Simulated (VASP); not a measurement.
# Sn (I4_1/amd) in VASP: single point with PBE

Aim: the single point of Sn with PBE.

All numbers are computed with VASP 6.6.1; they aren't measurements. Logs are shortened: lines on timing, memory, paths and dates and some standing lists are left out, and cuts for length are marked.

## (1) The cell of the first run

The structure is tetragonal, space group I4_1/amd (No. 141). Conventional cell: a = 5.880 Å, b = 5.880 Å, c = 3.199 Å, α = 90.00°, β = 90.00°, γ = 90.00°. Within 4.0 Å of Sn (site symmetry -4m2) lie 10 Sn at 3.05 to 3.79 Å.

## (2) Single point, PBE

INCAR

```
SYSTEM = Sn
PREC = Accurate ; ENCUT = 520
EDIFF = 1E-6 ; ISMEAR = 0
SIGMA = 0.1 ; LREAL = Auto
LASPH = .TRUE. ; NELM = 80
ALGO = Fast ; ISIF = 2
LWAVE = .FALSE. ; LCHARG = .FALSE.
GGA = PE ; NBANDS = 126
ISYM = 0
```

KPOINTS

```
Automatic mesh
0
Gamma
  2 2 2
  0.5 0.5 0.5
```

POSCAR

```
Sn
1.0
    5.8802809106      5.8802809106      0.0000000000
   -5.8802809106      5.8802809106      0.0000000000
    0.0000000000     -5.8802809106      6.3972079556
Sn
16
Direct
    0.3125000000      0.3125000000      0.1250000000
    0.4375000000      0.9375000000      0.3750000000
    0.8125000000      0.8125000000      0.1250000000
    0.5625000000      0.5625000000      0.6250000000
    0.9375000000      0.4375000000      0.3750000000
    0.6875000000      0.1875000000      0.8750000000
    0.0625000000      0.0625000000      0.6250000000
    0.1875000000      0.6875000000      0.8750000000
    0.0000000000      0.0000000000      0.0000000000
    0.1250000000      0.6250000000      0.2500000000
    0.5000000000      0.5000000000      0.0000000000
    0.2500000000      0.2500000000      0.5000000000
    0.6250000000      0.1250000000      0.2500000000
    0.3750000000      0.8750000000      0.7500000000
    0.7500000000      0.7500000000      0.5000000000
    0.8750000000      0.3750000000      0.7500000000
```

Potentials or basis: VASP PAW PBE potentials, release 64 (Sn_d).

Run with:

```bash
$ cat potpaw_PBE.64/Sn_d/POTCAR > POTCAR
$ mpirun -np 1 vasp_std > vasp.out
```

OUTCAR:

```text
SYSTEM = Sn
   PREC = Accurate
   ENCUT = 520
   EDIFF = 1E-6
   ISMEAR = 0
   LREAL = Auto
   LASPH = .TRUE.
   NELM = 80
   ISIF = 2
   GGA = PE
   ISYM = 0

 ion  position               nearest neighbor table
   1  0.312  0.312  0.125-   9 3.05  10 3.05  11 3.05  13 3.05   4 3.20   7 3.20
   2  0.438  0.938  0.375-  10 3.05  12 3.05  13 3.05  15 3.05   6 3.20   8 3.20
   3  0.812  0.812  0.125-   9 3.05  10 3.05  11 3.05  13 3.05   7 3.20   4 3.20
   4  0.562  0.562  0.625-  12 3.05  14 3.05  15 3.05  16 3.05   3 3.20   1 3.20
   5  0.938  0.438  0.375-  10 3.05  12 3.05  13 3.05  15 3.05   8 3.20   6 3.20
   6  0.688  0.188  0.875-   9 3.05  11 3.05  14 3.05  16 3.05   5 3.20   2 3.20
[... 8 lines left out ...]
  15  0.750  0.750  0.500-   2 3.05   4 3.05   5 3.05   7 3.05   9 3.20  11 3.20
  16  0.875  0.375  0.750-   4 3.05   6 3.05   7 3.05   8 3.05  10 3.20  13 3.20

IMPORTANT INFORMATION: All symmetrisations will be switched off!
NOSYMM: (Re-)initialisation of all symmetry stuff for point group C_1.

----------------------------------------------------------------------------------------

                                     Primitive cell

  volume of cell :     442.4015

  direct lattice vectors                    reciprocal lattice vectors
     5.880280911  5.880280911  0.000000000     0.085029951  0.085029951  0.078159097
    -5.880280911  5.880280911  0.000000000    -0.085029951  0.085029951  0.078159097
     0.000000000 -5.880280911  6.397207956     0.000000000  0.000000000  0.156318195

  length of vectors
     8.315973014  8.315973014  8.689187143     0.143419070  0.143419070  0.156318195

  position of ions in fractional coordinates (direct lattice)
     0.312500000  0.312500000  0.125000000
     0.437500000  0.937500000  0.375000000
     0.812500000  0.812500000  0.125000000
     0.562500000  0.562500000  0.625000000
     0.937500000  0.437500000  0.375000000
     0.687500000  0.187500000  0.875000000
[... 8 lines left out ...]
     0.750000000  0.750000000  0.500000000
     0.875000000  0.375000000  0.750000000

  ion indices of the primitive-cell ions
   primitive index   ion index
                 1           1
                 2           2
                 3           3
                 4           4
                 5           5
                 6           6
[... 8 lines left out ...]
                15          15
                16          16

----------------------------------------------------------------------------------------

 KPOINTS: Automatic mesh

Automatic generation of k-mesh.
 Grid dimensions read from file:
 generate k-points for:    2    2    2

 Generating k-lattice:

  Cartesian coordinates                     Fractional coordinates (reciprocal lattice)
     0.042514976  0.042514976  0.039079549     0.500000000  0.000000000 -0.000000000
    -0.042514976  0.042514976  0.039079549     0.000000000  0.500000000 -0.000000000
     0.000000000  0.000000000  0.078159097     0.000000000  0.000000000  0.500000000

  Length of vectors
     0.071709535  0.071709535  0.078159097

  Shift w.r.t. Gamma in fractional coordinates (k-lattice)
     0.500000000  0.500000000  0.500000000

 Subroutine IBZKPT returns following result:
 ===========================================

 Found      8 irreducible k-points:

 Following reciprocal coordinates:
            Coordinates               Weight
  0.250000  0.250000  0.250000      2.000000
  0.250000 -0.250000  0.500000      2.000000
 -0.250000  0.250000  0.250000      2.000000
  0.250000  0.250000 -0.000000      2.000000
  0.250000 -0.250000  0.250000      2.000000
 -0.250000 -0.250000  0.500000      2.000000
 -0.250000 -0.250000  0.250000      2.000000
 -0.250000  0.250000  0.000000      2.000000
   k-points           NKPTS =      8   k-points in BZ     NKDIM =      8   number of bands    NBANDS=    126
   number of dos      NEDOS =    301   number of ions     NIONS =     16
   total plane-waves  NPLWV = 286720
   dimension x,y,z NGX =    64 NGY =   64 NGZ =   70
   dimension x,y,z NGXF=   128 NGYF=  128 NGZF=  140
   ions per type =              16
   NGX,Y,Z   is equivalent  to a cutoff of  12.79, 12.79, 13.39 a.u.
   NGXF,Y,Z  is equivalent  to a cutoff of  25.59, 25.59, 26.79 a.u.
 SYSTEM =  Sn
   PREC   = accura    normal or accurate (medium, high low for compatibility)
   ISTART =      0    job   : 0-new  1-cont  2-samecut
   ICHARG =      2    charge: 1-file 2-atom 10-const
   ISPIN  =      1    spin polarized calculation?
   LNONCOLLINEAR =      F non collinear calculations
   LSORBIT =      F    spin-orbit coupling
   LASPH  =      T    aspherical Exc in radial PAW
   ENCUT  =  520.0 eV  38.22 Ry    6.18 a.u.  15.46 15.46 16.16*2*pi/ulx,y,z
   NELM   =     80;   NELMIN=  2; NELMDL= -5     # of ELM steps
   EDIFF  = 0.1E-05   stopping-criterion for ELM
   LREAL  =      T    real-space projection
   EDIFFG = 0.1E-04   stopping-criterion for IOM
   NSW    =      0    number of steps for IOM
   IBRION =     -1    ionic relax: 0-MD 1-quasi-New 2-CG
   NFREE  =      0    steps in history (QN), initial steepest desc. (CG)
   ISIF   =      2    stress and relaxation
   ISYM   =      0    0-nonsym 1-usesym 2-fastsym
   POTIM  = 0.5000    time-step for ionic-motion
   TEBEG  =    0.0;   TEEND  =   0.0 temperature during run
   PSTRESS=    0.0 pullay stress
   NELECT =     224.0000    total number of electrons
   NUPDOWN=      -1.0000    fix difference up-down
   EMIN   =  10.00;   EMAX   =-10.00  energy-range for DOS
   EFERMI =   0.00;   METHOD = LEGACY
   ISMEAR =     0;   SIGMA  =   0.10  broadening in eV -4-tet -1-fermi 0-gaus
   EFERMI_NEDOS =   21; number of points for ismear=-14 and -15
   IALGO  =     68    algorithm
   IMIX   =      4    mixing-type and parameters
     AMIX     =   0.40;   BMIX     =  1.00
     AMIX_MAG =   1.60;   BMIX_MAG =  1.00
  volume/ion in A,a.u.               =      27.65       186.59
  Fermi-wavevector in a.u.,A,eV,Ry     =   1.304824  2.465760 23.164816  1.702566
  Thomas-Fermi vector in A             =   2.435734
   LORBIT       =      0    0 simple, 1 ext, 2 COOP (PROOUT), +10 PAW based schemes
   GGA     = PE    functional components
   LHFCALC =     F    Hartree Fock is set to
   AEXX    =    0.0000 exact exchange contribution
   IVDW    =     0    specifies the selected vdW correction
   LEPSILON=     F    determine dielectric tensor
   LRPA    =     F    only Hartree local field effects (RPA)
 non-spin polarized calculation
 RMM-DIIS sequential band-by-band and
 Gauss-broadening in eV      SIGMA  =   0.10
  energy-cutoff  :      520.00
  volume of cell :      442.40
 maximum number of plane-waves:     11924
 NGX is ok and might be reduce to    64
   NGX = 31   NGY = 31   NGZ = 33

 number of electron     224.0000002 magnetization

 Free energy of the ion-electron system (eV)
  ---------------------------------------------------
  ext. energy  EPLUGINS =         0.00000000
  ---------------------------------------------------
  free energy    TOTEN  =       -60.66844240 eV

  energy without entropy =      -60.59125654  energy(sigma->0) =      -60.62984947

 E-fermi :   7.9453     XC(G=0): -10.2188

 val. band max:        7.7601708980   @ k =  -0.2500   0.2500   0.0000
 cond. band min:       7.9557428317   @ k =  -0.2500  -0.2500   0.5000
 fundamental gap:      0.1955719337
 Fermi energy:         7.9452589325

 k-point     1 :       0.2500    0.2500    0.2500
  band No.  band energies     occupation
      1     -13.8681      2.00000
      2     -13.8681      2.00000
      3     -13.8279      2.00000
      4     -13.8278      2.00000
      5     -13.8151      2.00000
      6     -13.8150      2.00000
[... 116 lines left out ...]
    123      10.8022      0.00000
    124      10.8042      0.00000

 k-point     2 :       0.2500   -0.2500    0.5000
  band No.  band energies     occupation
      1     -13.8681      2.00000
      2     -13.8681      2.00000
      3     -13.8279      2.00000
      4     -13.8278      2.00000
      5     -13.8151      2.00000
      6     -13.8150      2.00000
[... 116 lines left out ...]
    123      10.8022      0.00000
    124      10.8024      0.00000

 k-point     3 :      -0.2500    0.2500    0.2500
  band No.  band energies     occupation
      1     -13.8772      2.00000
      2     -13.8544      2.00000
      3     -13.8220      2.00000
      4     -13.8219      2.00000
      5     -13.8164      2.00000
      6     -13.8061      2.00000
[... 116 lines left out ...]
    123      10.1496      0.00000
    124      10.6156      0.00000

 k-point     4 :       0.2500    0.2500   -0.0000
  band No.  band energies     occupation
      1     -13.8772      2.00000
      2     -13.8544      2.00000
      3     -13.8220      2.00000
      4     -13.8219      2.00000
      5     -13.8164      2.00000
      6     -13.8061      2.00000
[... 116 lines left out ...]
    123      10.1496      0.00000
    124      10.6114      0.00000

 k-point     5 :       0.2500   -0.2500    0.2500
  band No.  band energies     occupation
      1     -13.8772      2.00000
      2     -13.8544      2.00000
      3     -13.8220      2.00000
      4     -13.8219      2.00000
      5     -13.8164      2.00000
      6     -13.8061      2.00000
[... 116 lines left out ...]
    123      10.1494      0.00000
    124      10.6152      0.00000

 k-point     6 :      -0.2500   -0.2500    0.5000
  band No.  band energies     occupation
      1     -13.8772      2.00000
      2     -13.8544      2.00000
      3     -13.8220      2.00000
      4     -13.8219      2.00000
      5     -13.8164      2.00000
      6     -13.8061      2.00000
[... 116 lines left out ...]
    123      10.1494      0.00000
    124      10.6123      0.00000

 k-point     7 :      -0.2500   -0.2500    0.2500
  band No.  band energies     occupation
      1     -13.8798      2.00000
      2     -13.8375      2.00000
      3     -13.8374      2.00000
      4     -13.8183      2.00000
      5     -13.8102      2.00000
      6     -13.8101      2.00000
[... 116 lines left out ...]
    123       9.7079      0.00000
    124       9.7079      0.00000

 k-point     8 :      -0.2500    0.2500    0.0000
  band No.  band energies     occupation
      1     -13.8798      2.00000
      2     -13.8375      2.00000
      3     -13.8374      2.00000
      4     -13.8183      2.00000
      5     -13.8102      2.00000
      6     -13.8101      2.00000
[... 116 lines left out ...]
    123       9.7079      0.00000
    124       9.7079      0.00000
 [bands above 124 left out]

------------------------ aborting loop because EDIFF is reached ----------------------------------------

  FORCE on cell =-STRESS in cart. coord.  units (eV):
  Direction    XX          YY          ZZ          XY          YZ          ZX
  --------------------------------------------------------------------------------------
  -------------------------------------------------------------------------------------
  Total        1.2189412      1.3086221      7.9277862      0.0000230     -0.0015680     -0.0001835
  in kB        4.4144513      4.7392347     28.7108401      0.0000833     -0.0056786     -0.0006646
  external PRESSURE =      12.6215087 kB  Pullay stress =       0.0000000 kB

 VOLUME and BASIS-vectors are now :
 -----------------------------------------------------------------------------
  energy-cutoff  :      520.00
  volume of cell :      442.40
      direct lattice vectors                 reciprocal lattice vectors
     5.880280911  5.880280911  0.000000000     0.085029951  0.085029951  0.078159097
    -5.880280911  5.880280911  0.000000000    -0.085029951  0.085029951  0.078159097
     0.000000000 -5.880280911  6.397207956     0.000000000  0.000000000  0.156318195

 POSITION                                       TOTAL-FORCE (eV/Angst)
 -----------------------------------------------------------------------------------
      0.00000      2.94014      0.79965         0.000004     -0.011134      0.011334
     -2.94014      5.88028      2.39895         0.000001      0.010631     -0.012330
      0.00000      8.82042      0.79965        -0.000020     -0.011127      0.011337
      0.00000      2.94014      3.99825        -0.000008     -0.011120      0.011324
      2.94014      5.88028      2.39895        -0.000003      0.010647     -0.012326
      2.94014      0.00000      5.59756        -0.000015      0.010637     -0.012304
[... 8 lines left out ...]
      0.00000      5.88028      3.19860         0.000007      0.000388      0.000444
      2.94014      2.94014      4.79791         0.000015      0.000105      0.000537
 -----------------------------------------------------------------------------------
    total drift:                               -0.000031     -0.006238      0.000784

  FREE ENERGIE OF THE ION-ELECTRON SYSTEM (eV)
  ---------------------------------------------------
  free  energy   TOTEN  =       -60.6684424040 eV

  energy  without entropy=      -60.5912565435  energy(sigma->0) =      -60.62984947
```

Run time: 26 min. Hardware: 1 thread of AMD EPYC 7R13, shared host; peak memory 0.67 GiB.

What came out:

```yaml
Free_energy: -60.6684 eV
Pressure: 1.3 GPa
Largest_force: 0.016 eV/Å
Band_gap_on_the_k_mesh: zero (bands 112 and 113 overlap by 0.38 eV)
```

Forces in eV/Å, atoms in the order of the input:
```
Sn   0.000 -0.011  0.011
Sn   0.000  0.011 -0.012
Sn   0.000 -0.011  0.011
Sn   0.000 -0.011  0.011
Sn   0.000  0.011 -0.012
Sn   0.000  0.011 -0.012
Sn   0.000 -0.011  0.011
Sn   0.000  0.011 -0.012
Sn   0.000  0.000  0.000
Sn   0.000  0.000  0.001
Sn   0.000  0.000  0.000
Sn   0.000  0.000  0.000
Sn   0.000  0.000  0.001
Sn   0.000  0.000  0.001
Sn   0.000  0.000  0.000
Sn   0.000  0.000  0.001
```

Stress tensor (GPa, compression positive):
```
0.44 0.00 0.00
0.00 0.47 0.00
0.00 0.00 2.87
```

Caveat: the k points lie up to 0.45 Å⁻¹ apart; spin-orbit coupling is left out, which moves the levels of the heavy elements.
